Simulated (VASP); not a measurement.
# Ce (Cmcm) in VASP: relaxation of cell and atoms with r2SCAN

Aim: the relaxation of cell and atoms of Ce with r2SCAN.

Everything below comes from runs of VASP 6.6.1. Logs are shortened: lines on timing, memory, paths and dates and some standing lists are left out, and cuts for length are marked.

**1. The cell of the first run**

The structure is orthorhombic, space group Cmcm (No. 63). Conventional cell: a = 3.094 Å, b = 6.007 Å, c = 5.246 Å, α = 90.00°, β = 90.00°, γ = 90.00°. Within 3.8 Å of Ce (site symmetry m2m) lie 12 Ce at 2.91 to 3.51 Å.

**2. Relaxation of cell and atoms, r2SCAN, target pressure 5 GPa, at which the enthalpy is minimised**

The input, POSCAR:

```
Ce
1.0
    1.5470000000      3.0035000000      0.0000000000
    1.5470000000     -3.0035000000      0.0000000000
    0.0000000000      0.0000000000     -5.2460000000
Ce
2
Direct
    0.1050000000      0.8950000000      0.7500000000
    0.8950000000      0.1050000000      0.2500000000
```

The input, INCAR.step1:

```
ALGO = Normal
EDIFF = 1E-4
ENCUT = 600
GGA = PE
ISMEAR = -1
LASPH = T
LCHARG = F
LREAL = F
LWAVE = T
NELM = 100
PREC = Accurate
SIGMA = 0.1
```

The input, INCAR.step2:

```
ALGO = Normal
EDIFF = 1E-7
EDIFFG = -0.01
ENCUT = 600
IBRION = 2
ISIF = 3
ISMEAR = -1
ISTART = 1
LASPH = T
LCHARG = F
LMIXTAU = T
LREAL = F
LWAVE = F
METAGGA = R2SCAN
NELM = 100
NSW = 60
PREC = Accurate
PSTRESS = 50.0
SIGMA = 0.1
```

The input, KPOINTS:

```
k-points
0
Gamma
  8 8 5
```

Potentials or basis: VASP PAW PBE potentials, release 64 (Ce).

On the command line:

```bash
> cat potpaw_PBE.64/Ce/POTCAR > POTCAR
> cp INCAR.step1 INCAR
> mpirun -np 1 vasp_std > vasp.out
> cp INCAR.step2 INCAR
> mpirun -np 1 vasp_std > vasp.out
```

OUTCAR:

```text
EDIFF = 1E-7
   EDIFFG = -0.01
   ENCUT = 600
   IBRION = 2
   ISIF = 3
   ISMEAR = -1
   ISTART = 1
   LASPH = T
   LREAL = F
   METAGGA = R2SCAN
   NELM = 100
   NSW = 60
   PREC = Accurate
   PSTRESS = 50.0

 ion  position               nearest neighbor table
   1  0.105  0.895  0.750-   2 2.91   2 2.91
   2  0.895  0.105  0.250-   1 2.91   1 2.91

  LATTYP: Found a base centered orthorhombic cell.
 ALAT       =     3.0940000000
 B/A-ratio  =     1.9414996768
 C/A-ratio  =     1.6955397544

  Lattice vectors:

 A1 = (   1.5470000000,   3.0035000000,   0.0000000000)
 A2 = (   1.5470000000,  -3.0035000000,   0.0000000000)
 A3 = (   0.0000000000,   0.0000000000,  -5.2460000000)

Analysis of symmetry for initial positions (statically):
=====================================================================
 Subroutine PRICEL returns:
 Original cell was already a primitive cell.

 Routine SETGRP: Setting up the symmetry group for a
 base centered orthorhombic supercell.

 Subroutine GETGRP returns: Found  8 space group operations
 (whereof  4 operations were pure point group operations)
 out of a pool of  8 trial point group operations.

The static configuration has the point symmetry C_2h.
 The point group associated with its full space group is D_2h.

Analysis of symmetry for dynamics (positions and initial velocities):
=====================================================================
 Subroutine PRICEL returns:
 Original cell was already a primitive cell.

 Routine SETGRP: Setting up the symmetry group for a
 base centered orthorhombic supercell.

 Subroutine GETGRP returns: Found  8 space group operations
 (whereof  4 operations were pure point group operations)
 out of a pool of  8 trial point group operations.

The dynamic configuration has the point symmetry C_2h.
 The point group associated with its full space group is D_2h.

 Subroutine INISYM returns: Found  8 space group operations
 (whereof  4 operations are pure point group operations),
 and found     1 'primitive' translations

----------------------------------------------------------------------------------------

                                     Primitive cell

  volume of cell :      48.7502

  direct lattice vectors                    reciprocal lattice vectors
     1.547000000  3.003500000  0.000000000     0.323206206  0.166472449  0.000000000
     1.547000000 -3.003500000  0.000000000     0.323206206 -0.166472449  0.000000000
     0.000000000  0.000000000 -5.246000000     0.000000000  0.000000000 -0.190621426

[... 104 lines left out ...]
  volume/ion in A,a.u.               =      24.38       164.49
  Fermi-wavevector in a.u.,A,eV,Ry     =   1.292667  2.442786 22.735155  1.670987
  Thomas-Fermi vector in A             =   2.424360
   LORBIT       =      0    0 simple, 1 ext, 2 COOP (PROOUT), +10 PAW based schemes
   METAGGA = R2SCAN    functional components
   LHFCALC =     F    Hartree Fock is set to
   AEXX    =    0.0000 exact exchange contribution
   IVDW    =     0    specifies the selected vdW correction
   LEPSILON=     F    determine dielectric tensor
   LRPA    =     F    only Hartree local field effects (RPA)
 conjugate gradient relaxation of ions
 non-spin polarized calculation
  energy-cutoff  :      600.00
  volume of cell :       48.75
 maximum number of plane-waves:      1639
   NGX = 13   NGY = 13   NGZ = 21

--------------------------------------- Ionic step        1  -------------------------------------------

 number of electron      24.0000000 magnetization

 Free energy of the ion-electron system (eV)
  ---------------------------------------------------
  ext. energy  EPLUGINS =         0.00000000
  ---------------------------------------------------
  free energy    TOTEN  =       -61.65907643 eV

  energy without entropy =      -61.49811112  energy(sigma->0) =      -61.57859378

------------------------ aborting loop because EDIFF is reached ----------------------------------------

  FORCE on cell =-STRESS in cart. coord.  units (eV):
  Direction    XX          YY          ZZ          XY          YZ          ZX
  --------------------------------------------------------------------------------------
  -------------------------------------------------------------------------------------
  Total        0.7321719      0.6368747      0.5236109      0.0000000      0.0000000      0.0000000
  in kB       24.0628697     20.9309198     17.2085014      0.0000000      0.0000000      0.0000000
  external PRESSURE =     -29.2659030 kB  Pullay stress =      50.0000000 kB
[... 97 lines left out ...]
  energy  without entropy=      -61.4586337620  energy(sigma->0) =      -61.53412168

  enthalpy is  TOTEN    =       -60.1637999646 eV   P V=        1.4458096418

[... ionic steps 4 to 8 ...]

--------------------------------------- Ionic step        9  -------------------------------------------

 number of electron      24.0000000 magnetization

------------------------ aborting loop because EDIFF is reached ----------------------------------------
[... 71 lines left out ...]
--------------------------------------- Ionic step       11  -------------------------------------------

 number of electron      24.0000000 magnetization

 Free energy of the ion-electron system (eV)
  ---------------------------------------------------
  ext. energy  EPLUGINS =         0.00000000
  ---------------------------------------------------
  free energy    TOTEN  =       -61.62978762 eV

  energy without entropy =      -61.47792933  energy(sigma->0) =      -61.55385848

 E-fermi :  10.8383     XC(G=0): -12.8364

 val. band max:       10.8378951182   @ k =   0.0000   0.0000   0.0000
 cond. band min:      10.8400405100   @ k =   0.1250   0.0000   0.0000
 fundamental gap:      0.0021453918
 Fermi energy:        10.8383492893

 k-point     1 :       0.0000    0.0000    0.0000
  band No.  band energies     occupation
      1     -25.5413      2.00000
      2     -24.3453      2.00000
      3      -9.9065      2.00000
      4      -6.3870      2.00000
      5      -5.6872      2.00000
      6      -5.4942      2.00000
[... 433 lines left out ...]
      3      -9.1249      2.00000
      4      -7.5654      2.00000
      5      -7.0274      2.00000
      6      -6.5472      2.00000
[... 8 lines left out ...]
     15      11.3569      0.01113
     16      11.5459      0.00169

 [... further k-points ...]

------------------------ aborting loop because EDIFF is reached ----------------------------------------

  FORCE on cell =-STRESS in cart. coord.  units (eV):
  Direction    XX          YY          ZZ          XY          YZ          ZX
  --------------------------------------------------------------------------------------
  -------------------------------------------------------------------------------------
  Total        1.4466901      1.4480188      1.4459399      0.0000000      0.0000000      0.0000000
  in kB       49.7299996     49.7756737     49.7042085      0.0000000      0.0000000      0.0000000
  external PRESSURE =      -0.2633727 kB  Pullay stress =      50.0000000 kB
[... 21 lines left out ...]
  energy  without entropy=      -61.4779293291  energy(sigma->0) =      -61.55385848

  enthalpy is  TOTEN    =       -60.1752429243 eV   P V=        1.4545446974

 reached required accuracy - stopping structural energy minimisation
```

OUTCAR.step1:

```text
EDIFF = 1E-4
   ENCUT = 600
   GGA = PE
   ISMEAR = -1
   LASPH = T
   LREAL = F
[... 678 lines left out ...]
 -----------------------------------------------------------------------------------
      1.54700     -2.37277     -3.93450         0.000000     -0.165352      0.000000
      1.54700      2.37277     -1.31150         0.000000      0.165352     -0.000000
 -----------------------------------------------------------------------------------
    total drift:                               -0.000000      0.000000      0.000000

  FREE ENERGIE OF THE ION-ELECTRON SYSTEM (eV)
  ---------------------------------------------------
  free  energy   TOTEN  =       -11.8368230165 eV

  energy  without entropy=      -11.6418267780  energy(sigma->0) =      -11.73932490
```

OSZICAR.step1:

```text
N       E                     dE             d eps       ncg     rms          rms(c)
DAV:   1     0.246394512421E+03    0.24639E+03   -0.10788E+04  2016   0.214E+03
DAV:   2     0.256731965581E+02   -0.22072E+03   -0.21874E+03  2952   0.340E+02
DAV:   3    -0.103991246504E+02   -0.36072E+02   -0.35486E+02  3208   0.141E+02
DAV:   4    -0.130006986147E+02   -0.26016E+01   -0.25755E+01  3840   0.451E+01
DAV:   5    -0.131487499775E+02   -0.14805E+00   -0.14775E+00  3264   0.957E+00    0.179E+01
DAV:   6    -0.126115755745E+02    0.53717E+00   -0.24690E+01  2744   0.329E+01    0.681E+00
DAV:   7    -0.121198494506E+02    0.49173E+00   -0.18578E+01  3496   0.325E+01    0.858E+00
DAV:   8    -0.118140210346E+02    0.30583E+00   -0.26194E+00  3648   0.126E+01    0.499E-01
DAV:   9    -0.118311687876E+02   -0.17148E-01   -0.17297E-01  3536   0.257E+00    0.494E-01
DAV:  10    -0.118365832455E+02   -0.54145E-02   -0.38011E-02  3560   0.112E+00    0.599E-01
DAV:  11    -0.118365990998E+02   -0.15854E-04   -0.18700E-02  3696   0.118E+00    0.136E-01
DAV:  12    -0.118368170658E+02   -0.21797E-03   -0.13680E-03  3672   0.272E-01    0.200E-02
DAV:  13    -0.118368230165E+02   -0.59507E-05   -0.18185E-04  2880   0.114E-01
   1 F= -.11836823E+02 E0= -.11739325E+02  d E =-.194996E+00
```

Run time: 31 min. Hardware: 1 thread of AMD EPYC 9R14 (Zen 4), shared host; peak memory 0.21 GiB.

What came out:

* Free energy: -61.6298 eV
* Relaxed volume: 23.30 Å³/atom
* Relaxed cell: a = 3.366 Å, b = 3.366 Å, c = 5.121 Å, α = 90.00°, β = 90.00°, γ = 126.55°
* Space group after relaxing (to 0.1 Å): Cmcm (No. 63)
* Energy change on relaxing (the run minimises the enthalpy): +14.6 meV/atom
* Ionic steps: 11
* Pressure after relaxing: 5.0 GPa
* Band gap on the k mesh: zero (bands 12 and 13 overlap by 0.77 eV)

The path:
```csv
step,energy change (eV),largest force (eV/Å),pressure (GPa),volume (Å³)
1,0.0000,0.2657,2.07,48.75
2,0.0720,0.1975,6.30,45.68
3,0.0495,0.2189,5.22,46.33
4,0.0448,0.1556,5.23,46.34
5,0.0407,0.0353,5.18,46.35
6,0.0306,0.0028,5.00,46.58
7,0.0279,0.0120,4.92,46.66
8,0.0300,0.0013,5.04,46.59
9,0.0301,0.0009,5.03,46.58
10,0.0287,0.0005,4.97,46.63
11,0.0293,0.0001,4.97,46.61
```

Final structure:
```
CELL_PARAMETERS angstrom
1.51357 3.00636 0.00000
1.51357 -3.00636 0.00000
0.00000 0.00000 -5.12147
ATOMIC_POSITIONS crystal
Ce 0.09578 0.90422 0.75000
Ce 0.90422 0.09578 0.25000
```

Caveat: the cell is relaxed towards a set pressure, so the run minimises the enthalpy, not the energy; the PAW data sets were made with another functional, which shifts forces and pressure a little; spin-orbit coupling is left out, which moves the levels of the heavy elements; semilocal functionals describe open f shells poorly, which spoils levels, moments and volumes. Spin polarisation is off, so any magnetic state and its effect on volume and gap are missing.
